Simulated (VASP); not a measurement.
Wanted: the native input for a VASP 6.6.1 run.

```yaml
Task: single point
Functional: PBE
Potentials_or_basis: VASP PAW PBE potentials, release 64 (Hf_pv, Si, Br)
Cutoff: 520 eV
k_mesh: 4 × 4 × 4
Occupations: gaussian, width 0.1 eV
Spin: no spin polarisation
Dipole_correction: no
Further_INCAR_settings: ALGO = Normal; EDIFF = 1e-06; NBANDS = 35
```

The structure of HfSi3Br4 lies in POSCAR:

```
HfSi3Br4
1.0
    5.8133082056      0.0000000000      0.0000000000
    0.0000000000      5.8133082056      0.0000000000
    0.0000000000      0.0000000000      5.8133082056
Hf Si Br
1 3 4
Direct
    0.0000000000      0.0000000000      0.0000000000
    0.0000000000      0.5000000000      0.5000000000
    0.5000000000      0.0000000000      0.5000000000
    0.5000000000      0.5000000000      0.0000000000
    0.5000000000      0.0000000000      0.0000000000
    0.0000000000      0.5000000000      0.0000000000
    0.0000000000      0.0000000000      0.5000000000
    0.5000000000      0.5000000000      0.5000000000
```

The cell was built from a structure type or drawn by symmetry, and may not be a known phase.

The input as run:

INCAR

```
SYSTEM = HfSi3Br4
ALGO = Normal
EDIFF = 1E-6
ENCUT = 520
GGA = PE
ISIF = 2
ISMEAR = 0
LASPH = .TRUE.
LCHARG = .FALSE.
LREAL = .FALSE.
LWAVE = .FALSE.
NBANDS = 35
NELM = 100
PREC = Accurate
SIGMA = 0.1
```

KPOINTS

```
k-points
0
G
  4 4 4
  0 0 0
```

Potentials or basis: VASP PAW PBE potentials, release 64 (Hf_pv, Si, Br).

Run with:

```console
$ cat potpaw_PBE.64/Hf_pv/POTCAR potpaw_PBE.64/Si/POTCAR potpaw_PBE.64/Br/POTCAR > POTCAR
$ mpirun -np 1 vasp_std > vasp.out
```

It gave:

```yaml
Pressure: -0.4 GPa
Band_gap_on_the_k_mesh: zero (bands 25 and 26 overlap by 1.43 eV)
```

Caveat: spin-orbit coupling is left out, which moves the levels of the heavy elements.

It took 56 s on 1 thread of Intel(R) Xeon(R) 6975P-C (Granite Rapids), on a shared host, peak memory 0.34 GiB.
